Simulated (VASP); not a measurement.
# Cu (Fm-3m) in VASP: further runs, part 2 of 3

VASP 6.6.1.

**3. Single point, r2SCAN**

POSCAR reads:

```
Cu
1.0
    0.0000000000      1.7881324402      1.7881324402
    1.7881324402      0.0000000000      1.7881324402
    1.7881324402      1.7881324402      0.0000000000
Cu
1
Direct
    0.0000000000      0.0000000000      0.0000000000
```

INCAR.step1 reads:

```
SYSTEM = Cu
  PREC = Accurate
  ENCUT = 520
  ISMEAR = -1
  SIGMA = 0.2
  LREAL = .False.
  LASPH = .True.
  NELM = 60
  NBANDS = 12
  GGA = PE
  ALGO = Normal
  EDIFF = 1E-4
  LWAVE = .True.
  LCHARG = .False.
```

INCAR.step2 reads:

```
SYSTEM = Cu
  PREC = Accurate
  ENCUT = 520
  EDIFF = 1E-6
  ISMEAR = -1
  SIGMA = 0.2
  LREAL = .False.
  LASPH = .True.
  NELM = 60
  ALGO = Normal
  ISIF = 2
  LWAVE = .False.
  LCHARG = .False.
  METAGGA = R2SCAN
  LMIXTAU = .True.
  NBANDS = 12
  ISTART = 1
```

KPOINTS reads:

```
regular mesh
0
Gamma
  15 15 15
  0 0 0
```

Potentials or basis: VASP PAW PBE potentials, release 64 (Cu).

The run is started by

```
$ cat potpaw_PBE.64/Cu/POTCAR > POTCAR
$ cp INCAR.step1 INCAR
$ mpirun -np 1 vasp_std > vasp.out
$ cp INCAR.step2 INCAR
$ mpirun -np 1 vasp_std > vasp.out
```

OUTCAR:

```text
SYSTEM = Cu
   PREC = Accurate
   ENCUT = 520
   EDIFF = 1E-6
   ISMEAR = -1
   LREAL = .False.
   LASPH = .True.
   NELM = 60
   ISIF = 2
   METAGGA = R2SCAN
   ISTART = 1

 ion  position               nearest neighbor table
   1  0.000  0.000  0.000-

  LATTYP: Found a face centered cubic cell.
 ALAT       =     3.5762648804

  Lattice vectors:

 A1 = (   0.0000000000,   1.7881324402,   1.7881324402)
 A2 = (   1.7881324402,   0.0000000000,   1.7881324402)
 A3 = (   1.7881324402,   1.7881324402,   0.0000000000)

Analysis of symmetry for initial positions (statically):
=====================================================================
 Subroutine PRICEL returns:
 Original cell was already a primitive cell.

 Routine SETGRP: Setting up the symmetry group for a
 face centered cubic supercell.

 Subroutine GETGRP returns: Found 48 space group operations
 (whereof 48 operations were pure point group operations)
 out of a pool of 48 trial point group operations.

The static configuration has the point symmetry O_h .

Analysis of symmetry for dynamics (positions and initial velocities):
=====================================================================
 Subroutine PRICEL returns:
 Original cell was already a primitive cell.

 Routine SETGRP: Setting up the symmetry group for a
 face centered cubic supercell.

 Subroutine GETGRP returns: Found 48 space group operations
 (whereof 48 operations were pure point group operations)
 out of a pool of 48 trial point group operations.

The dynamic configuration has the point symmetry O_h .

 Subroutine INISYM returns: Found 48 space group operations
 (whereof 48 operations are pure point group operations),
 and found     1 'primitive' translations

----------------------------------------------------------------------------------------

                                     Primitive cell

  volume of cell :      11.4348

  direct lattice vectors                    reciprocal lattice vectors
     0.000000000  1.788132440  1.788132440    -0.279621346  0.279621346  0.279621346
     1.788132440  0.000000000  1.788132440     0.279621346 -0.279621346  0.279621346
     1.788132440  1.788132440  0.000000000     0.279621346  0.279621346 -0.279621346

  length of vectors
     2.528801148  2.528801148  2.528801148     0.484318378  0.484318378  0.484318378

  position of ions in fractional coordinates (direct lattice)
     0.000000000  0.000000000  0.000000000

  ion indices of the primitive-cell ions
   primitive index   ion index
                 1           1

----------------------------------------------------------------------------------------

 KPOINTS: regular mesh

Automatic generation of k-mesh.
 Grid dimensions read from file:
 generate k-points for:   15   15   15

 Generating k-lattice:

  Cartesian coordinates                     Fractional coordinates (reciprocal lattice)
    -0.018641423  0.018641423  0.018641423     0.066666667  0.000000000  0.000000000
     0.018641423 -0.018641423  0.018641423     0.000000000  0.066666667  0.000000000
     0.018641423  0.018641423 -0.018641423     0.000000000  0.000000000  0.066666667

  Length of vectors
     0.032287892  0.032287892  0.032287892

  Shift w.r.t. Gamma in fractional coordinates (k-lattice)
     0.000000000  0.000000000  0.000000000

 Subroutine IBZKPT returns following result:
 ===========================================

 Found    120 irreducible k-points:

 Following reciprocal coordinates:
            Coordinates               Weight
  0.000000  0.000000  0.000000      1.000000
  0.066667  0.000000  0.000000      8.000000
  0.133333  0.000000  0.000000      8.000000
  0.200000  0.000000  0.000000      8.000000
  0.266667  0.000000  0.000000      8.000000
  0.333333  0.000000  0.000000      8.000000
[... 16 lines left out ...]
  0.133333  0.133333  0.000000      6.000000
  0.200000  0.133333  0.000000     24.000000
 [... further k-points ...]
   k-points           NKPTS =    120   k-points in BZ     NKDIM =    120   number of bands    NBANDS=     12
   number of dos      NEDOS =    301   number of ions     NIONS =      1
   total plane-waves  NPLWV =   8000
   dimension x,y,z NGX =    20 NGY =   20 NGZ =   20
   dimension x,y,z NGXF=    40 NGYF=   40 NGZF=   40
   ions per type =               1
   NGX,Y,Z   is equivalent  to a cutoff of  13.15, 13.15, 13.15 a.u.
   NGXF,Y,Z  is equivalent  to a cutoff of  26.30, 26.30, 26.30 a.u.
 SYSTEM =  Cu
   PREC   = accura    normal or accurate (medium, high low for compatibility)
   ISTART =      1    job   : 0-new  1-cont  2-samecut
   ICHARG =      0    charge: 1-file 2-atom 10-const
   ISPIN  =      1    spin polarized calculation?
   LNONCOLLINEAR =      F non collinear calculations
   LSORBIT =      F    spin-orbit coupling
   LASPH  =      T    aspherical Exc in radial PAW
   ENCUT  =  520.0 eV  38.22 Ry    6.18 a.u.   4.70  4.70  4.70*2*pi/ulx,y,z
   NELM   =     60;   NELMIN=  2; NELMDL=  0     # of ELM steps
   EDIFF  = 0.1E-05   stopping-criterion for ELM
   LREAL  =      F    real-space projection
   EDIFFG = 0.1E-04   stopping-criterion for IOM
   NSW    =      0    number of steps for IOM
   IBRION =     -1    ionic relax: 0-MD 1-quasi-New 2-CG
   NFREE  =      0    steps in history (QN), initial steepest desc. (CG)
   ISIF   =      2    stress and relaxation
   ISYM   =      2    0-nonsym 1-usesym 2-fastsym
   POTIM  = 0.5000    time-step for ionic-motion
   TEBEG  =    0.0;   TEEND  =   0.0 temperature during run
   PSTRESS=    0.0 pullay stress
   NELECT =      11.0000    total number of electrons
   NUPDOWN=      -1.0000    fix difference up-down
   EMIN   =  10.00;   EMAX   =-10.00  energy-range for DOS
   EFERMI =   0.00;   METHOD = LEGACY
   ISMEAR =    -1;   SIGMA  =   0.20  broadening in eV -4-tet -1-fermi 0-gaus
   EFERMI_NEDOS =   21; number of points for ismear=-14 and -15
   IALGO  =     38    algorithm
   IMIX   =      4    mixing-type and parameters
     AMIX     =   0.40;   BMIX     =  1.00
     AMIX_MAG =   1.60;   BMIX_MAG =  1.00
  volume/ion in A,a.u.               =      11.43        77.17
  Fermi-wavevector in a.u.,A,eV,Ry     =   1.616079  3.053947 35.534510  2.611713
  Thomas-Fermi vector in A             =   2.710724
   LORBIT       =      0    0 simple, 1 ext, 2 COOP (PROOUT), +10 PAW based schemes
   METAGGA = R2SCAN    functional components
   LHFCALC =     F    Hartree Fock is set to
   AEXX    =    0.0000 exact exchange contribution
   IVDW    =     0    specifies the selected vdW correction
   LEPSILON=     F    determine dielectric tensor
   LRPA    =     F    only Hartree local field effects (RPA)
 non-spin polarized calculation
  energy-cutoff  :      520.00
  volume of cell :       11.43
 maximum number of plane-waves:       331
   NGX =  9   NGY =  9   NGZ =  9

 number of electron      11.0000012 magnetization

 Free energy of the ion-electron system (eV)
  ---------------------------------------------------
  ext. energy  EPLUGINS =         0.00000000
  ---------------------------------------------------
  free energy    TOTEN  =       -10.84467285 eV

  energy without entropy =      -10.80691760  energy(sigma->0) =      -10.82579522

 E-fermi :   7.8468     XC(G=0): -13.9657

 val. band max:        7.7991881175   @ k =   0.4667   0.4000   0.0667
 cond. band min:       7.8637246930   @ k =  -0.4000   0.1333   0.0000
 fundamental gap:      0.0645365755
 Fermi energy:         7.8468404107

 k-point     1 :       0.0000    0.0000    0.0000
  band No.  band energies     occupation
      1      -2.1265      2.00000
      2       4.5527      2.00000
      3       4.5528      2.00000
      4       4.5528      2.00000
      5       5.4105      1.99999
      6       5.4105      1.99999
      7      31.4523      0.00000
      8      34.7438      0.00000
      9      34.7438      0.00000
     10      34.7441      0.00000
     11      37.1577      0.00000
     12      37.1577      0.00000

 k-point     2 :       0.0667    0.0000    0.0000
  band No.  band energies     occupation
      1      -1.9544      2.00000
      2       4.5153      2.00000
      3       4.5852      2.00000
      4       4.5852      2.00000
      5       5.3978      1.99999
      6       5.3978      1.99999
      7      30.5086      0.00000
      8      32.9106      0.00000
      9      34.1944      0.00000
     10      34.1946      0.00000
     11      37.9411      0.00000
     12      37.9412      0.00000
[... 316 lines left out ...]
 k-point    24 :       0.2000    0.1333    0.0000
  band No.  band energies     occupation
      1      -0.6287      2.00000
      2       4.1584      2.00000
      3       4.8370      2.00000
      4       4.8700      2.00000
      5       5.1481      2.00000
      6       5.5589      1.99998
      7      26.5222      0.00000
      8      29.0530      0.00000
      9      29.8898      0.00000
     10      32.2195      0.00000
     11      35.5521      0.00000
     12      41.1402      0.00000

 [... further k-points ...]
[... 5 lines left out ...]
  --------------------------------------------------------------------------------------
  -------------------------------------------------------------------------------------
  Total        0.0460413      0.0460413      0.0460413      0.0000000      0.0000000     -0.0000000
  in kB        6.4510320      6.4510320      6.4510320      0.0000000      0.0000000     -0.0000000
  external PRESSURE =       6.4510320 kB  Pullay stress =       0.0000000 kB

 VOLUME and BASIS-vectors are now :
 -----------------------------------------------------------------------------
  energy-cutoff  :      520.00
  volume of cell :       11.43
      direct lattice vectors                 reciprocal lattice vectors
     0.000000000  1.788132440  1.788132440    -0.279621346  0.279621346  0.279621346
     1.788132440  0.000000000  1.788132440     0.279621346 -0.279621346  0.279621346
     1.788132440  1.788132440  0.000000000     0.279621346  0.279621346 -0.279621346

 POSITION                                       TOTAL-FORCE (eV/Angst)
 -----------------------------------------------------------------------------------
      0.00000      0.00000      0.00000         0.000000      0.000000      0.000000
 -----------------------------------------------------------------------------------
    total drift:                                0.000000      0.000000      0.000000

  FREE ENERGIE OF THE ION-ELECTRON SYSTEM (eV)
  ---------------------------------------------------
  free  energy   TOTEN  =       -10.8446728499 eV

  energy  without entropy=      -10.8069175971  energy(sigma->0) =      -10.82579522
```

Run time: 41 s. Hardware: 1 thread of Intel Xeon Platinum 8488C (Sapphire Rapids), shared host; peak memory 0.13 GiB.

Results:

- Free energy: -10.8447 eV
- Pressure: 0.6 GPa

Caveat: the PAW data sets were made with another functional, which shifts forces and pressure a little.

**4. Single point, r2SCAN**

POSCAR is that of step 3.

INCAR.step1 reads:

```
ALGO     = Normal         # electronic algorithm
EDIFF    = 1E-4           # SCF threshold, eV
ENCUT    = 520            # plane-wave cutoff, eV
GGA      = PE             # functional
ISMEAR   = -1             # smearing method
LASPH    = T              # aspherical terms in the spheres
LCHARG   = F              # write CHGCAR
LREAL    = F              # projectors in reciprocal space
LWAVE    = T              # write WAVECAR
NBANDS   = 12             # bands
NELM     = 60             # most SCF steps
PREC     = Accurate       # precision mode
SIGMA    = 0.3            # smearing width, eV
```

INCAR.step2 reads:

```
ALGO     = Normal         # electronic algorithm
EDIFF    = 1E-6           # SCF threshold, eV
ENCUT    = 520            # plane-wave cutoff, eV
ISIF     = 2              # what is computed and relaxed
ISMEAR   = -1             # smearing method
ISTART   = 1            
LASPH    = T              # aspherical terms in the spheres
LCHARG   = F              # write CHGCAR
LMIXTAU  = T            
LREAL    = F              # projectors in reciprocal space
LWAVE    = F              # write WAVECAR
METAGGA  = R2SCAN         # meta-GGA
NBANDS   = 12             # bands
NELM     = 60             # most SCF steps
PREC     = Accurate       # precision mode
SIGMA    = 0.3            # smearing width, eV
```

KPOINTS reads:

```
k-points
0
Gamma
  15 15 15
```

The run is started by

```
$ cat potpaw_PBE.64/Cu/POTCAR > POTCAR
$ cp INCAR.step1 INCAR
$ mpirun -np 1 vasp_std > vasp.out
$ cp INCAR.step2 INCAR
$ mpirun -np 1 vasp_std > vasp.out
```

Wall time 40 s (1 thread of Intel Xeon Platinum 8488C (Sapphire Rapids), shared host); peak memory 0.14 GiB.

The run converged. Its results:

- Free energy: -10.8692 eV
- Pressure: 0.9 GPa

Levels at points of the mesh, in eV from the Fermi level:
```csv
k point,band 4,band 5,band 6,band 7,band 8,band 9
"(0.00, 0.00, 0.00)",-3.31,-2.45,-2.45,23.61,26.90,26.90
```

Caveat: the PAW data sets were made with another functional, which shifts forces and pressure a little.

[end of part 2 of 3]
